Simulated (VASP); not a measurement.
A run of VASP 6.6.1:

The input INCAR:

```
  PREC = Accurate
  ENCUT = 520
  EDIFF = 1E-7
  ISMEAR = 0
  SIGMA = 0.1
  LREAL = False
  LASPH = True
  NELM = 100
  ALGO = Fast
  ISIF = 2
  LWAVE = False
  LCHARG = False
  GGA = PS
  NBANDS = 8
```

The input KPOINTS:

```
Automatic mesh
0
Gamma
  18 18 18
```

Contents of POSCAR:

```
Al
1.0
    0.0000000000      1.9668069284      1.9668069284
    1.9668069284      0.0000000000      1.9668069284
    1.9668069284      1.9668069284      0.0000000000
Al
1
Direct
    0.0000000000      0.0000000000      0.0000000000
```

Potentials or basis: VASP PAW PBE potentials, release 64 (Al).

The run is started by

```sh
$ cat potpaw_PBE.64/Al/POTCAR > POTCAR
$ mpirun -np 1 vasp_std > vasp.out
```

Hardware: 1 thread of Intel Xeon 8259CL, with other jobs on the host.

**Question.** Estimate the wall time of this run.

**Answer.** Run time: 25 s on 1 thread of Intel Xeon 8259CL (shared host), peak memory 0.14 GiB. Counts: scf iterations 13, k points 195.
